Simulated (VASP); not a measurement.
Write the native input for VASP 6.6.1 that does the following.

```yaml
Task: single point
Functional: PBEsol
Potentials_or_basis: VASP PAW PBE potentials, release 64 (Te)
Cutoff: 520 eV
k_mesh: 8 × 8 × 5
Occupations: fermi-dirac, width 0.05 eV
Spin: no spin polarisation
Dipole_correction: no
Further_INCAR_settings: ALGO = Normal; EDIFF = 1e-07; NBANDS = 16
```

The structure of Te lies in POSCAR:

```
Te
1.0
    4.1549373462      0.0000000000      0.0000000000
   -2.0774686731      3.5982812929      0.0000000000
    0.0000000000      0.0000000000      5.6845427246
Te
3
Direct
    0.2833121363      0.0000000000      0.3333333333
    0.0000000000      0.2833121363      0.6666666667
    0.7166878637      0.7166878637      1.0000000000
```

This cell differs from its parent crystal: volume scaled by 0.88.

One way to write it, as run:

INCAR

```
SYSTEM = Te
ALGO = Normal ; EDIFF = 1E-7
ENCUT = 520 ; GGA = PS
ISIF = 2 ; ISMEAR = -1
LASPH = .True. ; LCHARG = .False.
LREAL = .False. ; LWAVE = .False.
NBANDS = 16 ; NELM = 80
PREC = Accurate ; SIGMA = 0.05
```

KPOINTS

```
k-points
0
Gamma
  8 8 5
  0 0 0
```

Potentials or basis: VASP PAW PBE potentials, release 64 (Te).

Launch:

```bash
$ cat potpaw_PBE.64/Te/POTCAR > POTCAR
$ mpirun -np 1 vasp_std > vasp.out
```

It gave:

| Property | Result |
| --- | --- |
| Pressure | 9.4 GPa |
| Largest force | 0.604 eV/Å |
| Band gap on the k mesh | 0.39 eV, indirect (least direct gap 0.72 eV) |

Caveat: the PAW data sets were made with another functional, which shifts forces and pressure a little; spin-orbit coupling is left out, which moves the levels of the heavy elements.

Wall time 42 s on 1 thread of Intel(R) Xeon(R) Platinum 8259CL CPU @ 2.50GHz (Skylake/Cascade Lake), with other jobs on the host, peak memory 0.21 GiB.
